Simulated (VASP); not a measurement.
# Co (P6_3/mmc) in VASP: a series of runs

Runs on Co. Level: PBEsol. Tasks: single point.

Program: VASP 6.6.1. These are calculated values, not measurements. Logs are shortened: lines on timing, memory, paths and dates and some standing lists are left out, and cuts for length are marked.

### Step 1. The cell of the first run

The structure is hexagonal, space group P6_3/mmc (No. 194). Conventional cell: a = 2.472 Å, b = 2.472 Å, c = 4.021 Å, α = 90.00°, β = 90.00°, γ = 120.00°. Within 3.3 Å of Co (site symmetry -6m2) lie 12 Co at 2.47 Å.

### Step 2. Single point, PBEsol, collinear spin, zero start

File INCAR:

```
PREC = Accurate
ENCUT = 520
EDIFF = 1E-7
ISMEAR = -1
SIGMA = 0.05
LREAL = False
LASPH = True
NELM = 150
ALGO = Normal
ISIF = 2
LWAVE = False
LCHARG = True
ISPIN = 2
MAGMOM = 0 0
LORBIT = 11
NUPDOWN = 0.0
LMAXMIX = 4
GGA = PS
LELF = True
LVHAR = True
NBANDS = 20
```

File KPOINTS:

```
Automatic mesh
0
Gamma
  10 10 6
```

File POSCAR:

```
Co
1.0
    2.4719999032      0.0000000000      0.0000000000
   -1.2359999516      2.1408147143      0.0000000000
    0.0000000000      0.0000000000      4.0211440800
Co
2
Direct
    0.6666666667      0.3333333333      0.7500000000
    0.3333333333      0.6666666667      0.2500000000
```

Potentials or basis: VASP PAW PBE potentials, release 64 (Co).

Run with:

```
$ cat potpaw_PBE.64/Co/POTCAR > POTCAR
$ mpirun -np 1 vasp_std > vasp.out
```

OUTCAR:

```text
PREC = Accurate
   ENCUT = 520
   EDIFF = 1E-7
   ISMEAR = -1
   LREAL = False
   LASPH = True
   NELM = 150
   ISIF = 2
   ISPIN = 2
   LORBIT = 11
   NUPDOWN = 0.0
   GGA = PS

 ion  position               nearest neighbor table
   1  0.667  0.333  0.750-   2 2.47   2 2.47   2 2.47   2 2.47   2 2.47   2 2.47
   2  0.333  0.667  0.250-   1 2.47   1 2.47   1 2.47   1 2.47   1 2.47   1 2.47

  LATTYP: Found a hexagonal cell.
 ALAT       =     2.4719999032
 C/A-ratio  =     1.6266764715

  Lattice vectors:

 A1 = (   2.4719999032,   0.0000000000,   0.0000000000)
 A2 = (  -1.2359999516,   2.1408147143,   0.0000000000)
 A3 = (   0.0000000000,   0.0000000000,   4.0211440800)

Analysis of symmetry for initial positions (statically):
=====================================================================
 Subroutine PRICEL returns:
 Original cell was already a primitive cell.

 Routine SETGRP: Setting up the symmetry group for a
 hexagonal supercell.

 Subroutine GETGRP returns: Found 24 space group operations
 (whereof 12 operations were pure point group operations)
 out of a pool of 24 trial point group operations.

The static configuration has the point symmetry D_3d.
 The point group associated with its full space group is D_6h.

Analysis of symmetry for dynamics (positions and initial velocities):
=====================================================================
 Subroutine PRICEL returns:
 Original cell was already a primitive cell.

 Routine SETGRP: Setting up the symmetry group for a
 hexagonal supercell.

 Subroutine GETGRP returns: Found 24 space group operations
 (whereof 12 operations were pure point group operations)
 out of a pool of 24 trial point group operations.

The dynamic configuration has the point symmetry D_3d.
 The point group associated with its full space group is D_6h.

Analysis of structural, dynamic, and magnetic symmetry:
=====================================================================
 Subroutine PRICEL returns:
 Original cell was already a primitive cell.

 Routine SETGRP: Setting up the symmetry group for a
 hexagonal supercell.

 Subroutine GETGRP returns: Found 24 space group operations
 (whereof 12 operations were pure point group operations)
 out of a pool of 24 trial point group operations.

The overall configuration has the point symmetry D_3d.
 The point group associated with its full space group is D_6h.

 Subroutine INISYM returns: Found 24 space group operations
 (whereof 12 operations are pure point group operations),
 and found     1 'primitive' translations

----------------------------------------------------------------------------------------

                                     Primitive cell

  volume of cell :      21.2803

  direct lattice vectors                    reciprocal lattice vectors
     2.471999903  0.000000000  0.000000000     0.404530760  0.233555943  0.000000000
    -1.235999952  2.140814714  0.000000000     0.000000000  0.467111887  0.000000000
     0.000000000  0.000000000  4.021144080     0.000000000  0.000000000  0.248685444

  length of vectors
     2.471999903  2.471999903  4.021144080     0.467111887  0.467111887  0.248685444

  position of ions in fractional coordinates (direct lattice)
     0.666666667  0.333333333  0.750000000
     0.333333333  0.666666667  0.250000000

  ion indices of the primitive-cell ions
   primitive index   ion index
                 1           1
                 2           2

----------------------------------------------------------------------------------------

 KPOINTS: Automatic mesh

Automatic generation of k-mesh.
 Grid dimensions read from file:
 generate k-points for:   10   10    6

 Generating k-lattice:

  Cartesian coordinates                     Fractional coordinates (reciprocal lattice)
     0.040453076  0.023355594  0.000000000     0.100000000 -0.000000000  0.000000000
     0.000000000  0.046711189  0.000000000     0.000000000  0.100000000  0.000000000
     0.000000000  0.000000000  0.041447574     0.000000000  0.000000000  0.166666667

  Length of vectors
     0.046711189  0.046711189  0.041447574

  Shift w.r.t. Gamma in fractional coordinates (k-lattice)
     0.000000000  0.000000000  0.000000000

 Subroutine IBZKPT returns following result:
 ===========================================

 Found     56 irreducible k-points:

 Following reciprocal coordinates:
            Coordinates               Weight
  0.000000  0.000000  0.000000      1.000000
  0.100000  0.000000  0.000000      6.000000
  0.200000  0.000000  0.000000      6.000000
  0.300000  0.000000  0.000000      6.000000
  0.400000  0.000000  0.000000      6.000000
  0.500000  0.000000  0.000000      3.000000
[... 16 lines left out ...]
  0.300000  0.100000  0.166667     24.000000
  0.400000  0.100000  0.166667     24.000000
 [... further k-points ...]
   k-points           NKPTS =     56   k-points in BZ     NKDIM =     56   number of bands    NBANDS=     20
   number of dos      NEDOS =    301   number of ions     NIONS =      2
   total plane-waves  NPLWV =   9720
   dimension x,y,z NGX =    18 NGY =   18 NGZ =   30
   dimension x,y,z NGXF=    36 NGYF=   36 NGZF=   60
   ions per type =               2
   NGX,Y,Z   is equivalent  to a cutoff of  12.11, 12.11, 12.40 a.u.
   NGXF,Y,Z  is equivalent  to a cutoff of  24.21, 24.21, 24.81 a.u.
 SYSTEM =  unknown system
   PREC   = accura    normal or accurate (medium, high low for compatibility)
   ISTART =      0    job   : 0-new  1-cont  2-samecut
   ICHARG =      2    charge: 1-file 2-atom 10-const
   ISPIN  =      2    spin polarized calculation?
   LNONCOLLINEAR =      F non collinear calculations
   LSORBIT =      F    spin-orbit coupling
   LASPH  =      T    aspherical Exc in radial PAW
   ENCUT  =  520.0 eV  38.22 Ry    6.18 a.u.   4.60  4.60  7.48*2*pi/ulx,y,z
   NELM   =    150;   NELMIN=  2; NELMDL= -5     # of ELM steps
   EDIFF  = 0.1E-06   stopping-criterion for ELM
   LREAL  =      F    real-space projection
   EDIFFG = 0.1E-05   stopping-criterion for IOM
   NSW    =      0    number of steps for IOM
   IBRION =     -1    ionic relax: 0-MD 1-quasi-New 2-CG
   NFREE  =      0    steps in history (QN), initial steepest desc. (CG)
   ISIF   =      2    stress and relaxation
   ISYM   =      2    0-nonsym 1-usesym 2-fastsym
   POTIM  = 0.5000    time-step for ionic-motion
   TEBEG  =    0.0;   TEEND  =   0.0 temperature during run
   PSTRESS=    0.0 pullay stress
   NELECT =      18.0000    total number of electrons
   NUPDOWN=       0.0000    fix difference up-down
   EMIN   =  10.00;   EMAX   =-10.00  energy-range for DOS
   EFERMI =   0.00;   METHOD = LEGACY
   ISMEAR =    -1;   SIGMA  =   0.05  broadening in eV -4-tet -1-fermi 0-gaus
   EFERMI_NEDOS =   21; number of points for ismear=-14 and -15
   IALGO  =     38    algorithm
   IMIX   =      4    mixing-type and parameters
     AMIX     =   0.40;   BMIX     =  1.00
     AMIX_MAG =   1.60;   BMIX_MAG =  1.00
  volume/ion in A,a.u.               =      10.64        71.80
  Fermi-wavevector in a.u.,A,eV,Ry     =   1.548246  2.925761 32.614055  2.397065
  Thomas-Fermi vector in A             =   2.653224
   LORBIT       =     11    0 simple, 1 ext, 2 COOP (PROOUT), +10 PAW based schemes
   GGA     = PS    functional components
   LHFCALC =     F    Hartree Fock is set to
   AEXX    =    0.0000 exact exchange contribution
   IVDW    =     0    specifies the selected vdW correction
   LEPSILON=     F    determine dielectric tensor
   LRPA    =     F    only Hartree local field effects (RPA)
 spin polarized calculation
  energy-cutoff  :      520.00
  volume of cell :       21.28
 maximum number of plane-waves:       585
   NGX =  9   NGY =  9   NGZ = 15

 number of electron      17.9999990 magnetization      -0.0000000

 number of electron      17.9999990 magnetization       0.0000000

 Free energy of the ion-electron system (eV)
  ---------------------------------------------------
  ext. energy  EPLUGINS =         0.00000000
  ---------------------------------------------------
  free energy    TOTEN  =       -15.06387389 eV

  energy without entropy =      -15.01422589  energy(sigma->0) =      -15.03904989

 E-fermi :  10.2784     XC(G=0): -13.7134

 val. band max:       10.2767361200   @ k =   0.4000   0.0000   0.1667
 cond. band min:      10.2832772498   @ k =   0.3000   0.1000   0.1667
 fundamental gap:      0.0065411299
 Fermi energy:        10.2783819373

 spin component 1

 k-point     1 :       0.0000    0.0000    0.0000
  band No.  band energies     occupation
      1       1.2785      1.00000
      2       5.5234      1.00000
      3       8.3849      1.00000
      4       8.4492      1.00000
      5       8.4492      1.00000
      6       8.7880      1.00000
[... 12 lines left out ...]
     19      36.7700      0.00000
     20      36.7700      0.00000

 k-point     2 :       0.1000    0.0000    0.0000
  band No.  band energies     occupation
      1       1.6349      1.00000
      2       5.7500      1.00000
      3       8.1172      1.00000
      4       8.6246      1.00000
      5       8.6344      1.00000
      6       8.7291      1.00000
[... 12 lines left out ...]
     19      37.1849      0.00000
     20      39.7531      0.00000

 k-point     3 :       0.2000    0.0000    0.0000
  band No.  band energies     occupation
      1       2.6498      1.00000
      2       6.2587      1.00000
      3       7.7011      1.00000
      4       7.7542      1.00000
      5       8.4541      1.00000
      6       8.8479      1.00000
[... 12 lines left out ...]
     19      36.4798      0.00000
     20      39.3731      0.00000

 k-point     4 :       0.3000    0.0000    0.0000
  band No.  band energies     occupation
      1       4.1058      1.00000
      2       6.4577      1.00000
      3       6.9378      1.00000
      4       7.6338      1.00000
      5       8.4331      1.00000
      6       8.5789      1.00000
[... 429 lines left out ...]
 k-point    23 :       0.3000    0.1000    0.1667
  band No.  band energies     occupation
      1       5.1402      1.00000
      2       6.5009      1.00000
      3       6.7230      1.00000
      4       7.4914      1.00000
      5       8.2854      1.00000
      6       8.6634      1.00000
[... 12 lines left out ...]
     19      35.7963      0.00000
     20      35.8358      0.00000

 k-point    24 :       0.4000    0.1000    0.1667
  band No.  band energies     occupation
      1       5.7838      1.00000
      2       6.2654      1.00000
      3       6.7996      1.00000
      4       7.3724      1.00000
      5       8.2706      1.00000
      6       8.8771      1.00000
[... 12 lines left out ...]
     19      34.8956      0.00000
     20      35.4324      0.00000

 [... further k-points ...]

 spin component 2

 k-point     1 :       0.0000    0.0000    0.0000
  band No.  band energies     occupation
      1       1.2785      1.00000
      2       5.5234      1.00000
      3       8.3849      1.00000
      4       8.4492      1.00000
      5       8.4492      1.00000
      6       8.7880      1.00000
[... 12 lines left out ...]
     19      36.7700      0.00000
     20      36.7700      0.00000

 k-point     2 :       0.1000    0.0000    0.0000
  band No.  band energies     occupation
      1       1.6349      1.00000
      2       5.7500      1.00000
      3       8.1172      1.00000
      4       8.6246      1.00000
      5       8.6344      1.00000
      6       8.7291      1.00000
[... 12 lines left out ...]
     19      37.1849      0.00000
     20      39.7531      0.00000

 k-point     3 :       0.2000    0.0000    0.0000
  band No.  band energies     occupation
      1       2.6498      1.00000
      2       6.2587      1.00000
      3       7.7011      1.00000
      4       7.7542      1.00000
      5       8.4541      1.00000
      6       8.8479      1.00000
[... 12 lines left out ...]
     19      36.4798      0.00000
     20      39.3736      0.00000

 k-point     4 :       0.3000    0.0000    0.0000
  band No.  band energies     occupation
      1       4.1058      1.00000
      2       6.4577      1.00000
      3       6.9378      1.00000
      4       7.6338      1.00000
      5       8.4331      1.00000
      6       8.5789      1.00000
[... 429 lines left out ...]
 k-point    23 :       0.3000    0.1000    0.1667
  band No.  band energies     occupation
      1       5.1402      1.00000
      2       6.5009      1.00000
      3       6.7230      1.00000
      4       7.4914      1.00000
      5       8.2854      1.00000
      6       8.6634      1.00000
[... 12 lines left out ...]
     19      35.7963      0.00000
     20      35.8358      0.00000

 k-point    24 :       0.4000    0.1000    0.1667
  band No.  band energies     occupation
      1       5.7838      1.00000
      2       6.2654      1.00000
      3       6.7996      1.00000
      4       7.3724      1.00000
      5       8.2706      1.00000
      6       8.8771      1.00000
[... 12 lines left out ...]
     19      34.8956      0.00000
     20      35.4324      0.00000

 [... further k-points ...]
[... 5 lines left out ...]
  --------------------------------------------------------------------------------------
  -------------------------------------------------------------------------------------
  Total       -2.3313891     -2.3313891     -2.5119292     -0.0000000      0.0000000      0.0000000
  in kB     -175.5287206   -175.5287206   -189.1214608     -0.0000000      0.0000000      0.0000000
  external PRESSURE =    -180.0596340 kB  Pullay stress =       0.0000000 kB

 VOLUME and BASIS-vectors are now :
 -----------------------------------------------------------------------------
  energy-cutoff  :      520.00
  volume of cell :       21.28
      direct lattice vectors                 reciprocal lattice vectors
     2.471999903  0.000000000  0.000000000     0.404530760  0.233555943  0.000000000
    -1.235999952  2.140814714  0.000000000     0.000000000  0.467111887  0.000000000
     0.000000000  0.000000000  4.021144080     0.000000000  0.000000000  0.248685444

 POSITION                                       TOTAL-FORCE (eV/Angst)
 -----------------------------------------------------------------------------------
      1.23600      0.71360      3.01586         0.000000      0.000000      0.000000
     -0.00000      1.42721      1.00529        -0.000000     -0.000000      0.000000
 -----------------------------------------------------------------------------------
    total drift:                                0.000000     -0.000000     -0.000000

  FREE ENERGIE OF THE ION-ELECTRON SYSTEM (eV)
  ---------------------------------------------------
  free  energy   TOTEN  =       -15.0638738906 eV

  energy  without entropy=      -15.0142258928  energy(sigma->0) =      -15.03904989

 total charge

# of ion       s       p       d       tot
------------------------------------------
    1        0.490   0.536   7.281   8.307
    2        0.490   0.536   7.281   8.307
--------------------------------------------------
tot          0.980   1.072  14.562  16.614

 magnetization (x)

# of ion       s       p       d       tot
------------------------------------------
    1        0.000   0.000  -0.000   0.000
    2        0.000   0.000  -0.000   0.000
--------------------------------------------------
tot          0.000   0.000  -0.000   0.000
```

Run time: 63 s. Hardware: 1 thread of Intel Xeon 8259CL, shared host; peak memory 0.16 GiB.

Results:

```yaml
Free_energy: -15.0639 eV
Pressure: -18.0 GPa
Net_moment: 0.00 μB per cell
Valence_electrons_inside_the_program's_atomic_spheres: Co 8.31
```

Caveat: the cell stands under tension; the PAW data sets were made with another functional, which shifts forces and pressure a little; the total moment is fixed, so each spin has its own Fermi level.

(Continued in part 2 of 2.)
